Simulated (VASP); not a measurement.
# InWS4 (P4/mmm) in VASP: notebook

Runs on InWS4. Level: PBE. Tasks: single point.

All numbers are computed with VASP 6.6.1; they aren't measurements. Logs are shortened: lines on timing, memory, paths and dates and some standing lists are left out, and cuts for length are marked.

### 1 The cell of the first run

It takes space group P4/mmm (No. 123, tetragonal). Conventional cell: a = 4.273 Å, b = 4.273 Å, c = 6.378 Å, α = 90.00°, β = 90.00°, γ = 90.00°. In (site symmetry 4/mmm) has 8 S at 2.79 Å within 3.7 Å. W (site symmetry 4/mmm) has 8 S at 2.55 Å within 3.4 Å. S (site symmetry 2mm) has 2 W at 2.55 Å and 2 In at 2.79 Å and 5 S at 2.79 to 3.02 Å within 3.4 Å.

The cell was generated, and may not be a known phase.

### 2 Single point, PBE, collinear spin

INCAR reads:

```
SYSTEM = InWS4
PREC = Accurate
ENCUT = 520
EDIFF = 1E-7
ISMEAR = 0
SIGMA = 0.1
LREAL = .False.
LASPH = .True.
NELM = 150
ALGO = Normal
ISIF = 2
LWAVE = .False.
LCHARG = .True.
ISPIN = 2
MAGMOM = 0 0.62 -0.01 -0.01 -0.01 -0.01
LORBIT = 11
LMAXMIX = 4
GGA = PE
LELF = .True.
LVHAR = .True.
NBANDS = 38
```

KPOINTS reads:

```
regular mesh
0
Gamma
  4 4 4
  0 0 0
```

POSCAR reads:

```
InWS4
1.0
    4.2732106643      0.0000000000      0.0000000000
    0.0000000000      4.2732106643      0.0000000000
    0.0000000000      0.0000000000      6.3781859235
In W S
1 1 4
Direct
    0.5000000000      0.5000000000      0.5000000000
    0.0000000000      0.0000000000      0.0000000000
    0.5000000000      0.0000000000      0.7810563729
    0.0000000000      0.5000000000      0.2189436271
    0.5000000000      0.0000000000      0.2189436271
    0.0000000000      0.5000000000      0.7810563729
```

Potentials or basis: VASP PAW PBE potentials, release 64 (In_d, W_sv, S).

Started as:

```
> cat potpaw_PBE.64/In_d/POTCAR potpaw_PBE.64/W_sv/POTCAR potpaw_PBE.64/S/POTCAR > POTCAR
> mpirun -np 1 vasp_std > vasp.out
```

OUTCAR:

```text
SYSTEM = InWS4
   PREC = Accurate
   ENCUT = 520
   EDIFF = 1E-7
   ISMEAR = 0
   LREAL = .False.
   LASPH = .True.
   NELM = 150
   ISIF = 2
   ISPIN = 2
   LORBIT = 11
   GGA = PE

 ion  position               nearest neighbor table
   1  0.500  0.500  0.500-   3 2.79   4 2.79   5 2.79   6 2.79   3 2.79   5 2.79   4 2.79   6 2.79

   2  0.000  0.000  0.000-   3 2.55   4 2.55   5 2.55   6 2.55   4 2.55   6 2.55   3 2.55   5 2.55

   3  0.500  0.000  0.781-   2 2.55   2 2.55   1 2.79   1 2.79   5 2.79
   4  0.000  0.500  0.219-   2 2.55   2 2.55   1 2.79   1 2.79   6 2.79
   5  0.500  0.000  0.219-   2 2.55   2 2.55   1 2.79   1 2.79   3 2.79
   6  0.000  0.500  0.781-   2 2.55   2 2.55   1 2.79   1 2.79   4 2.79

  LATTYP: Found a simple tetragonal cell.
 ALAT       =     4.2732106643
 C/A-ratio  =     1.4925980544

  Lattice vectors:

 A1 = (   4.2732106643,   0.0000000000,   0.0000000000)
 A2 = (   0.0000000000,   4.2732106643,   0.0000000000)
 A3 = (   0.0000000000,   0.0000000000,   6.3781859235)

Analysis of symmetry for initial positions (statically):
=====================================================================
 Subroutine PRICEL returns:
 Original cell was already a primitive cell.

 Routine SETGRP: Setting up the symmetry group for a
 simple tetragonal supercell.

 Subroutine GETGRP returns: Found 16 space group operations
 (whereof 16 operations were pure point group operations)
 out of a pool of 16 trial point group operations.

The static configuration has the point symmetry D_4h.

Analysis of symmetry for dynamics (positions and initial velocities):
=====================================================================
 Subroutine PRICEL returns:
 Original cell was already a primitive cell.

 Routine SETGRP: Setting up the symmetry group for a
 simple tetragonal supercell.

 Subroutine GETGRP returns: Found 16 space group operations
 (whereof 16 operations were pure point group operations)
 out of a pool of 16 trial point group operations.

The dynamic configuration has the point symmetry D_4h.

Analysis of structural, dynamic, and magnetic symmetry:
=====================================================================
 Subroutine PRICEL returns:
 Original cell was already a primitive cell.

 Routine SETGRP: Setting up the symmetry group for a
 simple tetragonal supercell.

 Subroutine GETGRP returns: Found 16 space group operations
 (whereof 16 operations were pure point group operations)
 out of a pool of 16 trial point group operations.

The overall configuration has the point symmetry D_4h.

 Subroutine INISYM returns: Found 16 space group operations
 (whereof 16 operations are pure point group operations),
 and found     1 'primitive' translations

----------------------------------------------------------------------------------------

                                     Primitive cell

  volume of cell :     116.4678

  direct lattice vectors                    reciprocal lattice vectors
     4.273210664  0.000000000  0.000000000     0.234016078  0.000000000  0.000000000
     0.000000000  4.273210664  0.000000000     0.000000000  0.234016078  0.000000000
     0.000000000  0.000000000  6.378185924     0.000000000  0.000000000  0.156784392

  length of vectors
     4.273210664  4.273210664  6.378185924     0.234016078  0.234016078  0.156784392

  position of ions in fractional coordinates (direct lattice)
     0.500000000  0.500000000  0.500000000
     0.000000000  0.000000000  0.000000000
     0.500000000  0.000000000  0.781056373
     0.000000000  0.500000000  0.218943627
     0.500000000  0.000000000  0.218943627
     0.000000000  0.500000000  0.781056373

  ion indices of the primitive-cell ions
   primitive index   ion index
                 1           1
                 2           2
                 3           3
                 4           4
                 5           5
[... 29 lines left out ...]
            Coordinates               Weight
  0.000000  0.000000  0.000000      1.000000
  0.250000  0.000000  0.000000      4.000000
  0.500000  0.000000  0.000000      2.000000
  0.250000  0.250000  0.000000      4.000000
  0.500000  0.250000  0.000000      4.000000
  0.500000  0.500000  0.000000      1.000000
[... 10 lines left out ...]
  0.500000  0.250000  0.500000      4.000000
  0.500000  0.500000  0.500000      1.000000
   k-points           NKPTS =     18   k-points in BZ     NKDIM =     18   number of bands    NBANDS=     38
   number of dos      NEDOS =    301   number of ions     NIONS =      6
   total plane-waves  NPLWV =  49152
   dimension x,y,z NGX =    32 NGY =   32 NGZ =   48
   dimension x,y,z NGXF=    64 NGYF=   64 NGZF=   96
   ions per type =               1   1   4
   NGX,Y,Z   is equivalent  to a cutoff of  12.45, 12.45, 12.51 a.u.
   NGXF,Y,Z  is equivalent  to a cutoff of  24.90, 24.90, 25.02 a.u.
 SYSTEM =  InWS4
   PREC   = accura    normal or accurate (medium, high low for compatibility)
   ISTART =      0    job   : 0-new  1-cont  2-samecut
   ICHARG =      2    charge: 1-file 2-atom 10-const
   ISPIN  =      2    spin polarized calculation?
   LNONCOLLINEAR =      F non collinear calculations
   LSORBIT =      F    spin-orbit coupling
   LASPH  =      T    aspherical Exc in radial PAW
   ENCUT  =  520.0 eV  38.22 Ry    6.18 a.u.   7.95  7.95 11.86*2*pi/ulx,y,z
   NELM   =    150;   NELMIN=  2; NELMDL= -5     # of ELM steps
   EDIFF  = 0.1E-06   stopping-criterion for ELM
   LREAL  =      F    real-space projection
   EDIFFG = 0.1E-05   stopping-criterion for IOM
   NSW    =      0    number of steps for IOM
   IBRION =     -1    ionic relax: 0-MD 1-quasi-New 2-CG
   NFREE  =      0    steps in history (QN), initial steepest desc. (CG)
   ISIF   =      2    stress and relaxation
   ISYM   =      2    0-nonsym 1-usesym 2-fastsym
   POTIM  = 0.5000    time-step for ionic-motion
   TEBEG  =    0.0;   TEEND  =   0.0 temperature during run
   PSTRESS=    0.0 pullay stress
   NELECT =      51.0000    total number of electrons
   NUPDOWN=      -1.0000    fix difference up-down
   EMIN   =  10.00;   EMAX   =-10.00  energy-range for DOS
   EFERMI =   0.00;   METHOD = LEGACY
   ISMEAR =     0;   SIGMA  =   0.10  broadening in eV -4-tet -1-fermi 0-gaus
   EFERMI_NEDOS =   21; number of points for ismear=-14 and -15
   IALGO  =     38    algorithm
   IMIX   =      4    mixing-type and parameters
     AMIX     =   0.40;   BMIX     =  1.00
     AMIX_MAG =   1.60;   BMIX_MAG =  1.00
  volume/ion in A,a.u.               =      19.41       130.99
  Fermi-wavevector in a.u.,A,eV,Ry     =   1.243167  2.349246 21.027332  1.545465
  Thomas-Fermi vector in A             =   2.377490
   LORBIT       =     11    0 simple, 1 ext, 2 COOP (PROOUT), +10 PAW based schemes
   GGA     = PE    functional components
   LHFCALC =     F    Hartree Fock is set to
   AEXX    =    0.0000 exact exchange contribution
   IVDW    =     0    specifies the selected vdW correction
   LEPSILON=     F    determine dielectric tensor
   LRPA    =     F    only Hartree local field effects (RPA)
 spin polarized calculation
 Gauss-broadening in eV      SIGMA  =   0.10
  energy-cutoff  :      520.00
  volume of cell :      116.47
 maximum number of plane-waves:      3168
 NGX is ok and might be reduce to    32
   NGX = 15   NGY = 15   NGZ = 23

 number of electron      51.0000009 magnetization       0.8382668

 Free energy of the ion-electron system (eV)
  ---------------------------------------------------
  ext. energy  EPLUGINS =         0.00000000
  ---------------------------------------------------
  free energy    TOTEN  =       -32.35462875 eV

  energy without entropy =      -32.34168910  energy(sigma->0) =      -32.34815892

 E-fermi :   6.7169     XC(G=0): -10.4696

 val. band max:        6.7042740446   @ k =   0.5000   0.5000   0.2500
 cond. band min:       6.7201527396   @ k =   0.5000   0.0000   0.0000
 fundamental gap:      0.0158786951
 Fermi energy:         6.7169257525

 spin component 1

 k-point     1 :       0.0000    0.0000    0.0000
  band No.  band energies     occupation
      1     -68.0722      1.00000
      2     -32.2860      1.00000
      3     -32.2700      1.00000
      4     -32.2700      1.00000
      5      -8.2874      1.00000
      6      -7.7566      1.00000
[... 709 lines left out ...]
     36      13.9968      0.00000
     37      14.9204      0.00000
 Fermi energy:         6.7169257525

 spin component 2

 k-point     1 :       0.0000    0.0000    0.0000
  band No.  band energies     occupation
      1     -67.7550      1.00000
      2     -31.9262      1.00000
      3     -31.9262      1.00000
      4     -31.6873      1.00000
      5      -8.2645      1.00000
      6      -7.7586      1.00000
[... 709 lines left out ...]
     36      13.9970      0.00000
     37      14.9897      0.00000
 [bands above 37 left out]

------------------------ aborting loop because EDIFF is reached ----------------------------------------

  FORCE on cell =-STRESS in cart. coord.  units (eV):
  Direction    XX          YY          ZZ          XY          YZ          ZX
  --------------------------------------------------------------------------------------
  -------------------------------------------------------------------------------------
  Total       -0.1252836     -0.1252836      0.0769009      0.0000000      0.0000000     -0.0000000
  in kB       -1.7234519     -1.7234519      1.0578799      0.0000000      0.0000000     -0.0000000
  external PRESSURE =      -0.7963413 kB  Pullay stress =       0.0000000 kB

 VOLUME and BASIS-vectors are now :
 -----------------------------------------------------------------------------
  energy-cutoff  :      520.00
  volume of cell :      116.47
      direct lattice vectors                 reciprocal lattice vectors
     4.273210664  0.000000000  0.000000000     0.234016078  0.000000000  0.000000000
     0.000000000  4.273210664  0.000000000     0.000000000  0.234016078  0.000000000
     0.000000000  0.000000000  6.378185924     0.000000000  0.000000000  0.156784392

 POSITION                                       TOTAL-FORCE (eV/Angst)
 -----------------------------------------------------------------------------------
      2.13661      2.13661      3.18909         0.000000     -0.000000      0.000000
      0.00000      0.00000      0.00000         0.000000     -0.000000      0.000000
      2.13661      0.00000      4.98172         0.000000      0.000000     -0.024786
      0.00000      2.13661      1.39646        -0.000000      0.000000      0.024786
      2.13661      0.00000      1.39646        -0.000000     -0.000000      0.024786
      0.00000      2.13661      4.98172         0.000000      0.000000     -0.024786
 -----------------------------------------------------------------------------------
    total drift:                                0.000000      0.000000     -0.000000

  FREE ENERGIE OF THE ION-ELECTRON SYSTEM (eV)
  ---------------------------------------------------
  free  energy   TOTEN  =       -32.3546287484 eV

  energy  without entropy=      -32.3416890983  energy(sigma->0) =      -32.34815892

 total charge

# of ion       s       p       d       tot
------------------------------------------
    1        0.818   0.516   9.920  11.254
    2        2.297   6.245   3.208  11.750
    3        1.372   2.291   0.000   3.663
    4        1.372   2.291   0.000   3.663
    5        1.372   2.291   0.000   3.663
    6        1.372   2.291   0.000   3.663
--------------------------------------------------
tot          8.602  15.925  13.128  37.656

 magnetization (x)

# of ion       s       p       d       tot
------------------------------------------
    1       -0.013   0.010   0.000  -0.003
    2        0.016   0.016   0.657   0.689
    3       -0.001  -0.012   0.000  -0.013
    4       -0.001  -0.012   0.000  -0.013
    5       -0.001  -0.012   0.000  -0.013
    6       -0.001  -0.012   0.000  -0.013
--------------------------------------------------
tot          0.001  -0.023   0.657   0.634
```

Wall time 2.4 min (1 thread of Intel Xeon Platinum 8488C (Sapphire Rapids), shared host); peak memory 0.33 GiB.

Results:

- Free energy: -32.3546 eV
- Pressure: -0.1 GPa
- Largest force: 0.025 eV/Å
- Net moment: 0.84 μB per cell
- Site moments: In -0.00; W +0.69; S -0.01 μB
- Valence electrons inside the program's atomic spheres: In 11.25; W 11.75; S 3.66

Forces on the atoms (eV/Å):
```
In   0.000  0.000  0.000
W    0.000  0.000  0.000
S    0.000  0.000 -0.025
S    0.000  0.000  0.025
S    0.000  0.000  0.025
S    0.000  0.000 -0.025
```

Levels at points of the mesh, in eV from the Fermi level:
Spin up:
```
           k point  band 23  band 24  band 25  band 26  band 27  band 28  band 29  band 30
(0.00, 0.00, 0.00)    -0.68    -0.68    -0.50    -0.50     0.54     1.53     3.30     3.39
(0.50, 0.00, 0.00)    -1.88    -1.87    -0.90    -0.12     0.33     1.10     1.92     2.68
(0.50, 0.50, 0.00)    -1.56    -0.98     0.57     0.59     1.09     2.60     2.66     2.66
(0.00, 0.00, 0.50)    -0.91    -0.82    -0.59    -0.35    -0.35     1.61     3.17     3.17
(0.50, 0.00, 0.50)    -2.80    -2.44    -2.44    -0.74     1.06     1.95     2.92     3.43
(0.50, 0.50, 0.50)    -0.87    -0.16     0.50     0.55     0.65     1.10     1.84     1.84
```
Spin down:
| k point | band 23 | band 24 | band 25 | band 26 | band 27 | band 28 |
| --- | --- | --- | --- | --- | --- | --- |
| (0.00, 0.00, 0.00) | -0.68 | -0.47 | -0.47 | -0.39 | 0.56 | 1.97 |
| (0.50, 0.00, 0.00) | -1.89 | -1.75 | -0.11 | 0.00 | 0.66 | 1.09 |
| (0.50, 0.50, 0.00) | -1.42 | -0.11 | 0.55 | 0.57 | 1.07 | 2.84 |
| (0.00, 0.00, 0.50) | -0.58 | -0.39 | -0.35 | -0.35 | 0.02 | 1.65 |
| (0.50, 0.00, 0.50) | -2.81 | -2.40 | -2.39 | 0.16 | 1.39 | 2.16 |
| (0.50, 0.50, 0.50) | 0.08 | 0.17 | 0.48 | 0.54 | 0.63 | 1.08 |

Caveat: the k points lie up to 0.37 Å⁻¹ apart; spin-orbit coupling is left out, which moves the levels of the heavy elements.

### 3 Single point, PBE, collinear spin

This run uses another cell than the first one, of 27.39 Å³/atom.

INCAR reads:

```
PREC = Accurate ; ENCUT = 520
EDIFF = 1E-7 ; ISMEAR = 0
SIGMA = 0.1 ; LREAL = False
LASPH = True ; NELM = 150
ALGO = Normal ; ISIF = 2
LWAVE = False ; LCHARG = True
ISPIN = 2 ; MAGMOM = 0.02 1.75 -0.17 -0.17 -0.17 -0.17
LORBIT = 11 ; LMAXMIX = 4
GGA = PE ; LELF = True
LVHAR = True ; NBANDS = 38
```

KPOINTS reads:

```
Automatic mesh
0
Gamma
  4 4 4
```

POSCAR reads:

```
InWS4
1.0
    4.8651130800      0.0000000000      0.0000000000
    0.0000000000      4.8651130800      0.0000000000
    0.0000000000      0.0000000000      6.9427612900
In W S
1 1 4
Direct
    0.5000000000      0.5000000000      0.5000000000
    0.0000000000      0.0000000000      0.0000000000
    0.5000000000      0.0000000000      0.7628759100
    0.0000000000      0.5000000000      0.2371240900
    0.5000000000      0.0000000000      0.2371240900
    0.0000000000      0.5000000000      0.7628759100
```

Potentials or basis: VASP PAW PBE potentials, release 64 (In_d, W_sv, S).

Started as:

```
> cat potpaw_PBE.64/In_d/POTCAR potpaw_PBE.64/W_sv/POTCAR potpaw_PBE.64/S/POTCAR > POTCAR
> mpirun -np 1 vasp_std > vasp.out
```

Wall time 2.6 min (1 thread of Intel Xeon Platinum 8488C (Sapphire Rapids), shared host); peak memory 0.41 GiB.

It converged, with:

- Free energy: -28.6809 eV
- Pressure: -15.9 GPa
- Largest force: 0.983 eV/Å
- Net moment: 1.36 μB per cell
- Site moments: In +0.02; W +1.62; S -0.12 μB
- Valence electrons inside the program's atomic spheres: In 11.04; W 11.31; S 3.56

Forces on the atoms (eV/Å):
```
In   0.000  0.000  0.000
W    0.000  0.000  0.000
S    0.000  0.000  0.983
S    0.000  0.000 -0.983
S    0.000  0.000 -0.983
S    0.000  0.000  0.983
```

Stress tensor (GPa, compression positive):
```
-16.05   0.00   0.00
  0.00 -16.05   0.00
  0.00   0.00 -15.48
```

Levels at points of the mesh, in eV from the Fermi level:
Spin up:
| k point | band 23 | band 24 | band 25 | band 26 | band 27 | band 28 | band 29 | band 30 |
| --- | --- | --- | --- | --- | --- | --- | --- | --- |
| (0.00, 0.00, 0.00) | -0.48 | -0.48 | -0.35 | -0.35 | -0.25 | 0.46 | 1.50 | 2.21 |
| (0.50, 0.00, 0.00) | -1.18 | -1.03 | -0.76 | -0.19 | 0.09 | 0.95 | 1.04 | 1.48 |
| (0.50, 0.50, 0.00) | -1.07 | -0.79 | 0.29 | 0.39 | 0.57 | 1.41 | 1.41 | 1.41 |
| (0.00, 0.00, 0.50) | -0.82 | -0.74 | -0.63 | -0.14 | -0.14 | 0.75 | 1.90 | 1.95 |
| (0.50, 0.00, 0.50) | -1.81 | -1.80 | -1.63 | -0.71 | 0.21 | 0.93 | 1.72 | 1.72 |
| (0.50, 0.50, 0.50) | -0.77 | -0.29 | 0.29 | 0.36 | 0.49 | 0.65 | 0.65 | 0.80 |
Spin down:
| k point | band 21 | band 22 | band 23 | band 24 | band 25 | band 26 | band 27 | band 28 | band 29 | band 30 |
| --- | --- | --- | --- | --- | --- | --- | --- | --- | --- | --- |
| (0.00, 0.00, 0.00) | -0.71 | -0.61 | -0.61 | -0.38 | -0.38 | 0.26 | 0.90 | 1.07 | 2.20 | 2.70 |
| (0.50, 0.00, 0.00) | -1.80 | -1.67 | -1.17 | -0.92 | -0.09 | 0.91 | 0.95 | 1.21 | 1.84 | 1.94 |
| (0.50, 0.50, 0.00) | -0.78 | -0.78 | -0.74 | 0.13 | 0.18 | 0.41 | 1.02 | 1.84 | 1.84 | 2.30 |
| (0.00, 0.00, 0.50) | -0.89 | -0.89 | -0.80 | -0.30 | -0.30 | 0.66 | 0.91 | 0.93 | 2.39 | 2.39 |
| (0.50, 0.00, 0.50) | -1.95 | -1.92 | -1.81 | -1.72 | -1.71 | 0.98 | 1.50 | 1.52 | 1.69 | 2.48 |
| (0.50, 0.50, 0.50) | -1.98 | -1.49 | 0.08 | 0.20 | 0.34 | 0.72 | 1.12 | 1.16 | 1.37 | 1.37 |

Caveat: the cell stands under tension; spin-orbit coupling is left out, which moves the levels of the heavy elements.
